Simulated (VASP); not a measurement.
Runs of VASP 6.6.1 on Cd3SeS2. The structure is that of space group P6/mmm (No. 191), or close to it. The cells are those of the table. 

```tsv
cell	k mesh	gap on the mesh (eV)	pressure (GPa)
a = 6.560, b = 6.560, c = 3.904 Å, angles 90.0, 90.0, 120.0°, 6 atoms	6 × 6 × 2	none	0.5
a = 6.605, b = 6.605, c = 3.767 Å, angles 90.0, 90.0, 120.0°, 6 atoms	3 × 3 × 6	none	(a)
a = 6.639, b = 6.639, c = 3.738 Å, angles 90.0, 90.0, 120.0°, 6 atoms	3 × 3 × 4	none	0.5
a = 4.428, b = 4.428, c = 10.525 Å, angles 90.0, 90.0, 120.0°, 6 atoms	6 × 6 × 2	none	60.3
```

Alike in all rows: task single point; level PBE; potentials or basis VASP PAW PBE potentials, release 64 (Cd, Se, S); no spin polarisation; cutoff (eV) 520; smearing gaussian 0.1 eV.

Fill in the values left out.

(a) 0.3.

Caveats: some runs use coarse meshes.

A k mesh can miss the band edges, and the runs leave out spin-orbit coupling on Cd, Se.

A gap of «none» marks levels without a gap at the run's occupations.
